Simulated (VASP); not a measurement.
# W (I4/mmm) in VASP: further runs

The runs below take W through single point, with r2SCAN.

Program: VASP 6.6.1. These are calculated values, not measurements. Logs are shortened: lines on timing, memory, paths and dates and some standing lists are left out, and cuts for length are marked.

## 1. The cell of the first run

It takes space group I4/mmm (No. 139, tetragonal). The conventional cell has a = 2.871 Å, b = 2.871 Å, c = 4.593 Å, α = 90.00°, β = 90.00°, γ = 90.00°. Within 3.8 Å of W (site symmetry 4/mmm) lie 12 W at 2.87 to 3.06 Å.

## 2. Single point, r2SCAN (strain +0.1312 x Voigt [0, 1, 0, 0, 0, 0])

Input file POSCAR:

```
W
1.0
    0.0000000000      2.2963360000      2.0300000000
    2.0300000000      0.0000000000      2.0300000000
    2.0300000000      2.2963360000      0.0000000000
W
1
Direct
    0.0000000000      0.0000000000      0.0000000000
```

Input file INCAR.step1:

```
SYSTEM = W
  PREC = Accurate
  ENCUT = 520
  ISMEAR = 0
  SIGMA = 0.15
  LREAL = .FALSE.
  LASPH = .TRUE.
  NELM = 80
  NBANDS = 13
  GGA = PE
  ALGO = Normal
  EDIFF = 1E-4
  LWAVE = .TRUE.
  LCHARG = .FALSE.
```

Input file INCAR.step2:

```
SYSTEM = W
  PREC = Accurate
  ENCUT = 520
  EDIFF = 1E-6
  ISMEAR = 0
  SIGMA = 0.15
  LREAL = .FALSE.
  LASPH = .TRUE.
  NELM = 80
  ALGO = Normal
  ISIF = 2
  LWAVE = .FALSE.
  LCHARG = .FALSE.
  METAGGA = R2SCAN
  LMIXTAU = .TRUE.
  NBANDS = 13
  ISTART = 1
```

Input file KPOINTS:

```
Automatic mesh
0
G
  20 20 20
  0 0 0
```

Potentials or basis: VASP PAW PBE potentials, release 64 (W_sv).

Run with:

```bash
$ cat potpaw_PBE.64/W_sv/POTCAR > POTCAR
$ cp INCAR.step1 INCAR
$ mpirun -np 1 vasp_std > vasp.out
$ cp INCAR.step2 INCAR
$ mpirun -np 1 vasp_std > vasp.out
```

OUTCAR:

```text
SYSTEM = W
   PREC = Accurate
   ENCUT = 520
   EDIFF = 1E-6
   ISMEAR = 0
   LREAL = .FALSE.
   LASPH = .TRUE.
   NELM = 80
   ISIF = 2
   METAGGA = R2SCAN
   ISTART = 1

 ion  position               nearest neighbor table
   1  0.000  0.000  0.000-

  LATTYP: Found a body centered tetragonal cell.
 ALAT       =     2.8708535316
 C/A-ratio  =     1.5997583818

  Lattice vectors:

 A1 = (   0.0000000000,  -2.2963360000,   2.0300000000)
 A2 = (   0.0000000000,  -2.2963360000,  -2.0300000000)
 A3 = (   2.0300000000,   2.2963360000,   0.0000000000)

Analysis of symmetry for initial positions (statically):
=====================================================================
 Subroutine PRICEL returns:
 Original cell was already a primitive cell.

 Routine SETGRP: Setting up the symmetry group for a
 body centered tetragonal supercell.

 Subroutine GETGRP returns: Found 16 space group operations
 (whereof 16 operations were pure point group operations)
 out of a pool of 16 trial point group operations.

The static configuration has the point symmetry D_4h.

Analysis of symmetry for dynamics (positions and initial velocities):
=====================================================================
 Subroutine PRICEL returns:
 Original cell was already a primitive cell.

 Routine SETGRP: Setting up the symmetry group for a
 body centered tetragonal supercell.

 Subroutine GETGRP returns: Found 16 space group operations
 (whereof 16 operations were pure point group operations)
 out of a pool of 16 trial point group operations.

The dynamic configuration has the point symmetry D_4h.

 Subroutine INISYM returns: Found 16 space group operations
 (whereof 16 operations are pure point group operations),
 and found     1 'primitive' translations

----------------------------------------------------------------------------------------

                                     Primitive cell

  volume of cell :      18.9259

  direct lattice vectors                    reciprocal lattice vectors
     0.000000000  2.296336000  2.030000000    -0.246305419  0.217738171  0.246305419
     2.030000000  0.000000000  2.030000000     0.246305419 -0.217738171  0.246305419
     2.030000000  2.296336000  0.000000000     0.246305419  0.217738171 -0.246305419

  length of vectors
     3.064972924  2.870853532  3.064972924     0.410782947  0.410782947  0.410782947

  position of ions in fractional coordinates (direct lattice)
     0.000000000  0.000000000  0.000000000

  ion indices of the primitive-cell ions
   primitive index   ion index
                 1           1

----------------------------------------------------------------------------------------

 KPOINTS: Automatic mesh

Automatic generation of k-mesh.
 Grid dimensions read from file:
 generate k-points for:   20   20   20

 Generating k-lattice:

  Cartesian coordinates                     Fractional coordinates (reciprocal lattice)
    -0.012315271  0.010886909  0.012315271     0.050000000  0.000000000  0.000000000
     0.012315271 -0.010886909  0.012315271     0.000000000  0.050000000  0.000000000
     0.012315271  0.010886909 -0.012315271     0.000000000  0.000000000  0.050000000

  Length of vectors
     0.020539147  0.020539147  0.020539147

  Shift w.r.t. Gamma in fractional coordinates (k-lattice)
     0.000000000  0.000000000  0.000000000

 Subroutine IBZKPT returns following result:
 ===========================================

 Found    641 irreducible k-points:

 Following reciprocal coordinates:
            Coordinates               Weight
  0.000000  0.000000  0.000000      1.000000
  0.050000  0.000000  0.000000      8.000000
  0.100000  0.000000  0.000000      8.000000
  0.150000  0.000000  0.000000      8.000000
  0.200000  0.000000  0.000000      8.000000
  0.250000  0.000000  0.000000      8.000000
[... 16 lines left out ...]
 -0.400000  0.050000 -0.000000     16.000000
 -0.350000  0.050000  0.000000     16.000000
 [... further k-points ...]
   k-points           NKPTS =    641   k-points in BZ     NKDIM =    641   number of bands    NBANDS=     13
   number of dos      NEDOS =    301   number of ions     NIONS =      1
   total plane-waves  NPLWV =  13824
   dimension x,y,z NGX =    24 NGY =   24 NGZ =   24
   dimension x,y,z NGXF=    48 NGYF=   48 NGZF=   48
   ions per type =               1
   NGX,Y,Z   is equivalent  to a cutoff of  13.02, 13.90, 13.02 a.u.
   NGXF,Y,Z  is equivalent  to a cutoff of  26.04, 27.80, 26.04 a.u.
 SYSTEM =  W
   PREC   = accura    normal or accurate (medium, high low for compatibility)
   ISTART =      1    job   : 0-new  1-cont  2-samecut
   ICHARG =      0    charge: 1-file 2-atom 10-const
   ISPIN  =      1    spin polarized calculation?
   LNONCOLLINEAR =      F non collinear calculations
   LSORBIT =      F    spin-orbit coupling
   LASPH  =      T    aspherical Exc in radial PAW
   ENCUT  =  520.0 eV  38.22 Ry    6.18 a.u.   5.70  5.34  5.70*2*pi/ulx,y,z
   NELM   =     80;   NELMIN=  2; NELMDL=  0     # of ELM steps
   EDIFF  = 0.1E-05   stopping-criterion for ELM
   LREAL  =      F    real-space projection
   EDIFFG = 0.1E-04   stopping-criterion for IOM
   NSW    =      0    number of steps for IOM
   IBRION =     -1    ionic relax: 0-MD 1-quasi-New 2-CG
   NFREE  =      0    steps in history (QN), initial steepest desc. (CG)
   ISIF   =      2    stress and relaxation
   ISYM   =      2    0-nonsym 1-usesym 2-fastsym
   POTIM  = 0.5000    time-step for ionic-motion
   TEBEG  =    0.0;   TEEND  =   0.0 temperature during run
   PSTRESS=    0.0 pullay stress
   NELECT =      14.0000    total number of electrons
   NUPDOWN=      -1.0000    fix difference up-down
   EMIN   =  10.00;   EMAX   =-10.00  energy-range for DOS
   EFERMI =   0.00;   METHOD = LEGACY
   ISMEAR =     0;   SIGMA  =   0.15  broadening in eV -4-tet -1-fermi 0-gaus
   EFERMI_NEDOS =   21; number of points for ismear=-14 and -15
   IALGO  =     38    algorithm
   IMIX   =      4    mixing-type and parameters
     AMIX     =   0.40;   BMIX     =  1.00
     AMIX_MAG =   1.60;   BMIX_MAG =  1.00
  volume/ion in A,a.u.               =      18.93       127.72
  Fermi-wavevector in a.u.,A,eV,Ry     =   1.480579  2.797889 29.825536  2.192115
  Thomas-Fermi vector in A             =   2.594596
   LORBIT       =      0    0 simple, 1 ext, 2 COOP (PROOUT), +10 PAW based schemes
   METAGGA = R2SCAN    functional components
   LHFCALC =     F    Hartree Fock is set to
   AEXX    =    0.0000 exact exchange contribution
   IVDW    =     0    specifies the selected vdW correction
   LEPSILON=     F    determine dielectric tensor
   LRPA    =     F    only Hartree local field effects (RPA)
 non-spin polarized calculation
 Gauss-broadening in eV      SIGMA  =   0.15
  energy-cutoff  :      520.00
  volume of cell :       18.93
 maximum number of plane-waves:       523
   NGX = 11   NGY = 11   NGZ = 11

 number of electron      14.0000002 magnetization

 Free energy of the ion-electron system (eV)
  ---------------------------------------------------
  ext. energy  EPLUGINS =         0.00000000
  ---------------------------------------------------
  free energy    TOTEN  =       -50.59770059 eV

  energy without entropy =      -50.58823201  energy(sigma->0) =      -50.59296630

 E-fermi :   8.7780     XC(G=0): -13.8382

 val. band max:        8.7766097657   @ k =   0.1000   0.0000   0.0500
 cond. band min:       8.7861515896   @ k =   0.5000   0.1000   0.0500
 fundamental gap:      0.0095418239
 Fermi energy:         8.7780461944

 k-point     1 :       0.0000    0.0000    0.0000
  band No.  band energies     occupation
      1     -67.4540      2.00000
      2     -30.6051      2.00000
      3     -30.4882      2.00000
      4     -30.4882      2.00000
      5      -0.2069      2.00000
      6       6.9787      2.00000
      7       8.7304      1.34695
      8       8.7304      1.34695
      9       9.5421      0.00000
     10      11.9007      0.00000
     11      21.8853      0.00000
     12      24.4757      0.00000
     13      27.8537      0.00000

 k-point     2 :       0.0500    0.0000    0.0000
  band No.  band energies     occupation
      1     -67.4524      2.00000
      2     -30.6119      2.00000
      3     -30.5053      2.00000
      4     -30.4891      2.00000
      5      -0.1084      2.00000
      6       7.0066      2.00000
      7       8.6615      1.72801
      8       8.7750      1.02294
      9       9.5342      0.00000
     10      11.8395      0.00000
     11      22.0761      0.00000
     12      24.5502      0.00000
     13      27.3275      0.00000

 k-point     3 :       0.1000    0.0000    0.0000
  band No.  band energies     occupation
      1     -67.4478      2.00000
      2     -30.6371      2.00000
      3     -30.5491      2.00000
      4     -30.4918      2.00000
      5       0.1802      2.00000
      6       7.0709      2.00000
      7       8.4669      1.99665
      8       8.9010      0.24655
      9       9.5506      0.00000
     10      11.6755      0.00000
     11      22.5944      0.00000
     12      24.5669      0.00000
     13      26.6341      0.00000
[... 305 lines left out ...]
 k-point    23 :      -0.4000    0.0500   -0.0000
  band No.  band energies     occupation
      1     -67.3924      2.00000
      2     -31.2337      2.00000
      3     -30.7254      2.00000
      4     -30.5403      2.00000
      5       3.3567      2.00000
      6       7.2138      2.00000
      7       7.9961      2.00000
      8       8.9181      0.18665
      9      12.2202      0.00000
     10      12.6686      0.00000
     11      18.3065      0.00000
     12      21.6406      0.00000
     13      26.9683      0.00000

 k-point    24 :      -0.3500    0.0500    0.0000
  band No.  band energies     occupation
      1     -67.3991      2.00000
      2     -31.1579      2.00000
      3     -30.7093      2.00000
      4     -30.5375      2.00000
      5       3.1328      2.00000
      6       7.2773      2.00000
      7       7.5525      2.00000
      8       9.0240      0.02038
      9      11.6672      0.00000
     10      12.2967      0.00000
     11      19.3970      0.00000
     12      22.2945      0.00000
     13      27.8791      0.00000

 [... further k-points ...]
[... 5 lines left out ...]
  --------------------------------------------------------------------------------------
  -------------------------------------------------------------------------------------
  Total       -4.4477894     -2.9618880     -4.4477894      0.0000000      0.0000000      0.0000000
  in kB     -376.5280147   -250.7388975   -376.5280147      0.0000000      0.0000000      0.0000000
  external PRESSURE =    -334.5983090 kB  Pullay stress =       0.0000000 kB

 VOLUME and BASIS-vectors are now :
 -----------------------------------------------------------------------------
  energy-cutoff  :      520.00
  volume of cell :       18.93
      direct lattice vectors                 reciprocal lattice vectors
     0.000000000  2.296336000  2.030000000    -0.246305419  0.217738171  0.246305419
     2.030000000  0.000000000  2.030000000     0.246305419 -0.217738171  0.246305419
     2.030000000  2.296336000  0.000000000     0.246305419  0.217738171 -0.246305419

 POSITION                                       TOTAL-FORCE (eV/Angst)
 -----------------------------------------------------------------------------------
      0.00000      0.00000      0.00000         0.000000      0.000000      0.000000
 -----------------------------------------------------------------------------------
    total drift:                               -0.000000     -0.000000     -0.000000

  FREE ENERGIE OF THE ION-ELECTRON SYSTEM (eV)
  ---------------------------------------------------
  free  energy   TOTEN  =       -50.5977005893 eV

  energy  without entropy=      -50.5882320099  energy(sigma->0) =      -50.59296630
```

Wall time 4.9 min (1 thread of Intel Xeon Platinum 8259CL at 2.50GHz (Skylake/Cascade Lake), shared host); peak memory 0.26 GiB.

What came out:

- Free energy: -50.5977 eV
- Pressure: -33.5 GPa
- Band gap on the k mesh: zero (band 7 reaches 11.64 eV, above the bottom of band 8 at 8.31 eV)

Stress tensor (GPa, compression positive):
```
-37.65   0.00   0.00
  0.00 -25.07   0.00
  0.00   0.00 -37.65
```

Levels at points of the mesh, in eV from the Fermi level:
```
           k point  band 3  band 4  band 5  band 6  band 7  band 8  band 9  band 10  band 11  band 12
(0.00, 0.00, 0.00)  -39.27  -39.27   -8.98   -1.80   -0.05   -0.05    0.76     3.12    13.11    15.70
(0.50, 0.00, 0.00)  -39.51  -39.30   -5.40   -1.65   -0.11    0.07    3.71     4.24     8.67    12.23
(0.50, 0.50, 0.00)  -39.73  -39.58   -4.94   -4.13    2.86    3.68    3.68     5.33     9.70    10.88
(0.50, 0.00, 0.50)  -39.44  -39.44   -5.28   -4.20    0.64    4.34    4.47     4.47     9.21    12.25
```

Caveat: the cell differs from its parent crystal (strain +0.1312 x Voigt [0, 1, 0, 0, 0, 0]); the PAW data sets were made with another functional, which shifts forces and pressure a little; spin-orbit coupling is left out, which moves the levels of the heavy elements.

[end of part 1 of 2]
